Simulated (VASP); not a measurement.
# CsSnI3 (Pm-3m) in VASP: notebook

CsSnI3 is run at these levels: PBE; tasks: single point.

Everything below comes from runs of VASP 6.6.1. Logs are shortened: lines on timing, memory, paths and dates and some standing lists are left out, and cuts for length are marked.

## Step 1: The cell of the first run

It takes space group Pm-3m (No. 221, cubic). The conventional cell has a = 6.054 Å, b = 6.054 Å, c = 6.054 Å, α = 90.00°, β = 90.00°, γ = 90.00°. Within 5.6 Å of Cs (site symmetry m-3m) lie 12 I at 4.28 Å and 8 Sn at 5.24 Å. Within 4.0 Å of Sn (site symmetry m-3m) lie 6 I at 3.03 Å. I (site symmetry 4/mmm) has 2 Sn at 3.03 Å within 4.0 Å.

## Step 2: Single point, PBE (strain -3.0%)

File INCAR:

```
  ALGO = Normal
  EDIFF = 1E-7
  ENCUT = 520
  GGA = PE
  ISIF = 2
  ISMEAR = -1
  LASPH = True
  LCHARG = False
  LREAL = False
  LWAVE = False
  NBANDS = 30
  NELM = 80
  PREC = Accurate
  SIGMA = 0.02
```

File KPOINTS:

```
k-points
0
Gamma
  4 4 4
```

File POSCAR:

```
CsSnI3
1.0
    6.0542459837      0.0000000000      0.0000000000
    0.0000000000      6.0542459837      0.0000000000
    0.0000000000      0.0000000000      6.0542459837
Cs Sn I
1 1 3
Direct
    0.0000000000      0.0000000000      0.0000000000
    0.5000000000      0.5000000000      0.5000000000
    0.5000000000      0.5000000000      0.0000000000
    0.5000000000      0.0000000000      0.5000000000
    0.0000000000      0.5000000000      0.5000000000
```

Potentials or basis: VASP PAW PBE potentials, release 64 (Cs_sv, Sn_d, I).

On the command line:

```bash
> cat potpaw_PBE.64/Cs_sv/POTCAR potpaw_PBE.64/Sn_d/POTCAR potpaw_PBE.64/I/POTCAR > POTCAR
> mpirun -np 1 vasp_std > vasp.out
```

OUTCAR:

```text
EDIFF = 1E-7
   ENCUT = 520
   GGA = PE
   ISIF = 2
   ISMEAR = -1
   LASPH = True
   LREAL = False
   NELM = 80
   PREC = Accurate

 ion  position               nearest neighbor table
   1  0.000  0.000  0.000-
   2  0.500  0.500  0.500-   3 3.03   4 3.03   5 3.03   3 3.03   4 3.03   5 3.03
   3  0.500  0.500  0.000-   2 3.03   2 3.03
   4  0.500  0.000  0.500-   2 3.03   2 3.03
   5  0.000  0.500  0.500-   2 3.03   2 3.03

  LATTYP: Found a simple cubic cell.
 ALAT       =     6.0542459837

  Lattice vectors:

 A1 = (   6.0542459837,   0.0000000000,   0.0000000000)
 A2 = (   0.0000000000,   6.0542459837,   0.0000000000)
 A3 = (   0.0000000000,   0.0000000000,   6.0542459837)

Analysis of symmetry for initial positions (statically):
=====================================================================
 Subroutine PRICEL returns:
 Original cell was already a primitive cell.

 Routine SETGRP: Setting up the symmetry group for a
 simple cubic supercell.

 Subroutine GETGRP returns: Found 48 space group operations
 (whereof 48 operations were pure point group operations)
 out of a pool of 48 trial point group operations.

The static configuration has the point symmetry O_h .

Analysis of symmetry for dynamics (positions and initial velocities):
=====================================================================
 Subroutine PRICEL returns:
 Original cell was already a primitive cell.

 Routine SETGRP: Setting up the symmetry group for a
 simple cubic supercell.

 Subroutine GETGRP returns: Found 48 space group operations
 (whereof 48 operations were pure point group operations)
 out of a pool of 48 trial point group operations.

The dynamic configuration has the point symmetry O_h .

 Subroutine INISYM returns: Found 48 space group operations
 (whereof 48 operations are pure point group operations),
 and found     1 'primitive' translations

----------------------------------------------------------------------------------------

                                     Primitive cell

  volume of cell :     221.9117

  direct lattice vectors                    reciprocal lattice vectors
     6.054245984  0.000000000  0.000000000     0.165173335  0.000000000  0.000000000
     0.000000000  6.054245984  0.000000000     0.000000000  0.165173335  0.000000000
     0.000000000  0.000000000  6.054245984     0.000000000  0.000000000  0.165173335

  length of vectors
     6.054245984  6.054245984  6.054245984     0.165173335  0.165173335  0.165173335

  position of ions in fractional coordinates (direct lattice)
     0.000000000  0.000000000  0.000000000
     0.500000000  0.500000000  0.500000000
     0.500000000  0.500000000  0.000000000
     0.500000000  0.000000000  0.500000000
     0.000000000  0.500000000  0.500000000

  ion indices of the primitive-cell ions
   primitive index   ion index
                 1           1
                 2           2
                 3           3
                 4           4
                 5           5

----------------------------------------------------------------------------------------

 KPOINTS: k-points

Automatic generation of k-mesh.
 Grid dimensions read from file:
 generate k-points for:    4    4    4

 Generating k-lattice:

  Cartesian coordinates                     Fractional coordinates (reciprocal lattice)
     0.041293334  0.000000000  0.000000000     0.250000000  0.000000000  0.000000000
     0.000000000  0.041293334  0.000000000     0.000000000  0.250000000  0.000000000
     0.000000000  0.000000000  0.041293334     0.000000000  0.000000000  0.250000000

  Length of vectors
     0.041293334  0.041293334  0.041293334

  Shift w.r.t. Gamma in fractional coordinates (k-lattice)
     0.000000000  0.000000000  0.000000000

 Subroutine IBZKPT returns following result:
 ===========================================

 Found     10 irreducible k-points:

 Following reciprocal coordinates:
            Coordinates               Weight
  0.000000  0.000000  0.000000      1.000000
  0.250000  0.000000  0.000000      6.000000
  0.500000  0.000000  0.000000      3.000000
  0.250000  0.250000  0.000000     12.000000
  0.500000  0.250000  0.000000     12.000000
  0.500000  0.500000  0.000000      3.000000
  0.250000  0.250000  0.250000      8.000000
  0.500000  0.250000  0.250000     12.000000
  0.500000  0.500000  0.250000      6.000000
  0.500000  0.500000  0.500000      1.000000
   k-points           NKPTS =     10   k-points in BZ     NKDIM =     10   number of bands    NBANDS=     30
   number of dos      NEDOS =    301   number of ions     NIONS =      5
   total plane-waves  NPLWV = 110592
   dimension x,y,z NGX =    48 NGY =   48 NGZ =   48
   dimension x,y,z NGXF=    96 NGYF=   96 NGZF=   96
   ions per type =               1   1   3
   NGX,Y,Z   is equivalent  to a cutoff of  13.18, 13.18, 13.18 a.u.
   NGXF,Y,Z  is equivalent  to a cutoff of  26.36, 26.36, 26.36 a.u.
 SYSTEM =  unknown system
   PREC   = accura    normal or accurate (medium, high low for compatibility)
   ISTART =      0    job   : 0-new  1-cont  2-samecut
   ICHARG =      2    charge: 1-file 2-atom 10-const
   ISPIN  =      1    spin polarized calculation?
   LNONCOLLINEAR =      F non collinear calculations
   LSORBIT =      F    spin-orbit coupling
   LASPH  =      T    aspherical Exc in radial PAW
   ENCUT  =  520.0 eV  38.22 Ry    6.18 a.u.  11.26 11.26 11.26*2*pi/ulx,y,z
   NELM   =     80;   NELMIN=  2; NELMDL= -5     # of ELM steps
   EDIFF  = 0.1E-06   stopping-criterion for ELM
   LREAL  =      F    real-space projection
   EDIFFG = 0.1E-05   stopping-criterion for IOM
   NSW    =      0    number of steps for IOM
   IBRION =     -1    ionic relax: 0-MD 1-quasi-New 2-CG
   NFREE  =      0    steps in history (QN), initial steepest desc. (CG)
   ISIF   =      2    stress and relaxation
   ISYM   =      2    0-nonsym 1-usesym 2-fastsym
   POTIM  = 0.5000    time-step for ionic-motion
   TEBEG  =    0.0;   TEEND  =   0.0 temperature during run
   PSTRESS=    0.0 pullay stress
   NELECT =      44.0000    total number of electrons
   NUPDOWN=      -1.0000    fix difference up-down
   EMIN   =  10.00;   EMAX   =-10.00  energy-range for DOS
   EFERMI =   0.00;   METHOD = LEGACY
   ISMEAR =    -1;   SIGMA  =   0.02  broadening in eV -4-tet -1-fermi 0-gaus
   EFERMI_NEDOS =   21; number of points for ismear=-14 and -15
   IALGO  =     38    algorithm
   IMIX   =      4    mixing-type and parameters
     AMIX     =   0.40;   BMIX     =  1.00
     AMIX_MAG =   1.60;   BMIX_MAG =  1.00
  volume/ion in A,a.u.               =      44.38       299.51
  Fermi-wavevector in a.u.,A,eV,Ry     =   0.954624  1.803978 12.399083  0.911307
  Thomas-Fermi vector in A             =   2.083388
   LORBIT       =      0    0 simple, 1 ext, 2 COOP (PROOUT), +10 PAW based schemes
   GGA     = PE    functional components
   LHFCALC =     F    Hartree Fock is set to
   AEXX    =    0.0000 exact exchange contribution
   IVDW    =     0    specifies the selected vdW correction
   LEPSILON=     F    determine dielectric tensor
   LRPA    =     F    only Hartree local field effects (RPA)
 non-spin polarized calculation
  energy-cutoff  :      520.00
  volume of cell :      221.91
 maximum number of plane-waves:      6031
 NGX is ok and might be reduce to    48
   NGX = 23   NGY = 23   NGZ = 23

 number of electron      44.0000018 magnetization

 Free energy of the ion-electron system (eV)
  ---------------------------------------------------
  ext. energy  EPLUGINS =         0.00000000
  ---------------------------------------------------
  free energy    TOTEN  =       -13.77874472 eV

  energy without entropy =      -13.77747322  energy(sigma->0) =      -13.77810897

 E-fermi :   3.8343     XC(G=0):  -7.8333

 val. band max:        3.0857029289   @ k =   0.5000   0.5000   0.2500
 cond. band min:       3.8491819373   @ k =   0.5000   0.5000   0.5000
 fundamental gap:      0.7634790084
 Fermi energy:         3.8342800194

 k-point     1 :       0.0000    0.0000    0.0000
  band No.  band energies     occupation
      1     -18.8034      2.00000
      2     -18.5573      2.00000
      3     -18.5573      2.00000
      4     -18.5261      2.00000
      5     -18.5261      2.00000
      6     -18.5261      2.00000
[... 22 lines left out ...]
     29       8.6728      0.00000
     30       8.6728      0.00000

 k-point     2 :       0.2500    0.0000    0.0000
  band No.  band energies     occupation
      1     -18.8031      2.00000
      2     -18.5573      2.00000
      3     -18.5561      2.00000
      4     -18.5262      2.00000
      5     -18.5262      2.00000
      6     -18.5261      2.00000
[... 22 lines left out ...]
     29       7.3637      0.00000
     30       8.4780      0.00000

 k-point     3 :       0.5000    0.0000    0.0000
  band No.  band energies     occupation
      1     -18.8027      2.00000
      2     -18.5573      2.00000
      3     -18.5549      2.00000
      4     -18.5263      2.00000
      5     -18.5263      2.00000
      6     -18.5261      2.00000
[... 22 lines left out ...]
     29       8.2016      0.00000
     30       8.2016      0.00000

 k-point     4 :       0.2500    0.2500    0.0000
  band No.  band energies     occupation
      1     -18.8028      2.00000
      2     -18.5567      2.00000
      3     -18.5555      2.00000
      4     -18.5263      2.00000
      5     -18.5262      2.00000
      6     -18.5262      2.00000
[... 22 lines left out ...]
     29       7.6087      0.00000
     30       8.1295      0.00000

 k-point     5 :       0.5000    0.2500    0.0000
  band No.  band energies     occupation
      1     -18.8024      2.00000
      2     -18.5566      2.00000
      3     -18.5544      2.00000
      4     -18.5264      2.00000
      5     -18.5263      2.00000
      6     -18.5262      2.00000
[... 22 lines left out ...]
     29       7.9552      0.00000
     30       8.5466      0.00000

 k-point     6 :       0.5000    0.5000    0.0000
  band No.  band energies     occupation
      1     -18.8022      2.00000
      2     -18.5561      2.00000
      3     -18.5537      2.00000
      4     -18.5266      2.00000
      5     -18.5263      2.00000
      6     -18.5263      2.00000
[... 22 lines left out ...]
     29       8.7358      0.00000
     30       8.7801      0.00000

 k-point     7 :       0.2500    0.2500    0.2500
  band No.  band energies     occupation
      1     -18.8025      2.00000
      2     -18.5555      2.00000
      3     -18.5555      2.00000
      4     -18.5263      2.00000
      5     -18.5263      2.00000
      6     -18.5263      2.00000
[... 22 lines left out ...]
     29       8.1991      0.00000
     30       8.4377      0.00000

 k-point     8 :       0.5000    0.2500    0.2500
  band No.  band energies     occupation
      1     -18.8022      2.00000
      2     -18.5555      2.00000
      3     -18.5543      2.00000
      4     -18.5264      2.00000
      5     -18.5264      2.00000
      6     -18.5263      2.00000
[... 22 lines left out ...]
     29       8.0378      0.00000
     30       8.0961      0.00000

 k-point     9 :       0.5000    0.5000    0.2500
  band No.  band energies     occupation
      1     -18.8019      2.00000
      2     -18.5549      2.00000
      3     -18.5537      2.00000
      4     -18.5266      2.00000
      5     -18.5265      2.00000
      6     -18.5265      2.00000
[... 22 lines left out ...]
     29       7.7950      0.00000
     30       8.3488      0.00000

 k-point    10 :       0.5000    0.5000    0.5000
  band No.  band energies     occupation
      1     -18.8016      2.00000
      2     -18.5537      2.00000
      3     -18.5537      2.00000
      4     -18.5266      2.00000
      5     -18.5266      2.00000
      6     -18.5266      2.00000
[... 22 lines left out ...]
     29       7.4337      0.00000
     30       8.6833      0.00000

------------------------ aborting loop because EDIFF is reached ----------------------------------------

  FORCE on cell =-STRESS in cart. coord.  units (eV):
  Direction    XX          YY          ZZ          XY          YZ          ZX
  --------------------------------------------------------------------------------------
  -------------------------------------------------------------------------------------
  Total        3.2779721      3.2779721      3.2779721     -0.0000000     -0.0000000     -0.0000000
  in kB       23.6665876     23.6665876     23.6665876     -0.0000000     -0.0000000     -0.0000000
  external PRESSURE =      23.6665876 kB  Pullay stress =       0.0000000 kB

 VOLUME and BASIS-vectors are now :
 -----------------------------------------------------------------------------
  energy-cutoff  :      520.00
  volume of cell :      221.91
      direct lattice vectors                 reciprocal lattice vectors
     6.054245984  0.000000000  0.000000000     0.165173335  0.000000000  0.000000000
     0.000000000  6.054245984  0.000000000     0.000000000  0.165173335  0.000000000
     0.000000000  0.000000000  6.054245984     0.000000000  0.000000000  0.165173335

 POSITION                                       TOTAL-FORCE (eV/Angst)
 -----------------------------------------------------------------------------------
      0.00000      0.00000      0.00000         0.000000      0.000000      0.000000
      3.02712      3.02712      3.02712         0.000000      0.000000      0.000000
      3.02712      3.02712      0.00000         0.000000      0.000000      0.000000
      3.02712      0.00000      3.02712         0.000000      0.000000      0.000000
      0.00000      3.02712      3.02712         0.000000      0.000000      0.000000
 -----------------------------------------------------------------------------------
    total drift:                                0.000000     -0.000000     -0.000000

  FREE ENERGIE OF THE ION-ELECTRON SYSTEM (eV)
  ---------------------------------------------------
  free  energy   TOTEN  =       -13.7787447207 eV

  energy  without entropy=      -13.7774732159  energy(sigma->0) =      -13.77810897
```

Run time: 2.2 min. Hardware: 1 thread of Intel Xeon Platinum 8259CL at 2.50GHz (Skylake/Cascade Lake), shared host; peak memory 0.34 GiB.

Results:

* Free energy: -13.7787 eV
* Pressure: 2.4 GPa
* Band gap on the k mesh: zero (filled and empty bands touch)

Caveat: the cell differs from its parent crystal (strain -3.0%); spin-orbit coupling is left out, which moves the levels of the heavy elements.

## Step 3: Single point, PBE

This run uses another cell than the first one, of 48.63 Å³/atom.

File INCAR:

```
ALGO = Normal ; EDIFF = 1E-6
ENCUT = 520 ; GGA = PE
ISIF = 2 ; ISMEAR = -1
LASPH = T ; LCHARG = F
LREAL = F ; LWAVE = F
NBANDS = 30 ; NELM = 100
PREC = Accurate ; SIGMA = 0.02
```

KPOINTS is that of step 2.

Changes to POSCAR since step 2:

```diff
@@ -2,5 +2,5 @@
 1.0
-    6.0542459837      0.0000000000      0.0000000000
-    0.0000000000      6.0542459837      0.0000000000
-    0.0000000000      0.0000000000      6.0542459837
+    6.2414907048      0.0000000000      0.0000000000
+    0.0000000000      6.2414907048      0.0000000000
+    0.0000000000      0.0000000000      6.2414907048
 Cs Sn I
```

Potentials or basis: VASP PAW PBE potentials, release 64 (Cs_sv, Sn_d, I).

On the command line:

```bash
> cat potpaw_PBE.64/Cs_sv/POTCAR potpaw_PBE.64/Sn_d/POTCAR potpaw_PBE.64/I/POTCAR > POTCAR
> mpirun -np 1 vasp_std > vasp.out
```

Run time: 2.2 min. Hardware: 1 thread of Intel Xeon Platinum 8259CL at 2.50GHz (Skylake/Cascade Lake), shared host; peak memory 0.34 GiB.

Results (log left out):

```
Free energy            : -13.9635 eV
Pressure               : 0.5 GPa
Band gap on the k mesh : 0.38 eV
```

Levels at points of the mesh, in eV from the valence-band top:
```
           k point  band 19  band 20  band 21  band 22  band 23  band 24  band 25  band 26
(0.00, 0.00, 0.00)    -2.24    -2.09    -2.09    -2.09     2.25     3.20     3.20     3.54
(0.50, 0.00, 0.00)    -2.40    -2.21    -2.21    -1.52     1.13     3.76     3.98     4.28
(0.50, 0.50, 0.00)    -2.54    -2.44    -1.68    -0.75     0.82     0.82     3.97     4.26
(0.50, 0.50, 0.50)    -1.66    -1.66    -1.66     0.00     0.38     0.38     0.38     3.07
```

Caveat: spin-orbit coupling is left out, which moves the levels of the heavy elements. A k mesh can miss the band edges.
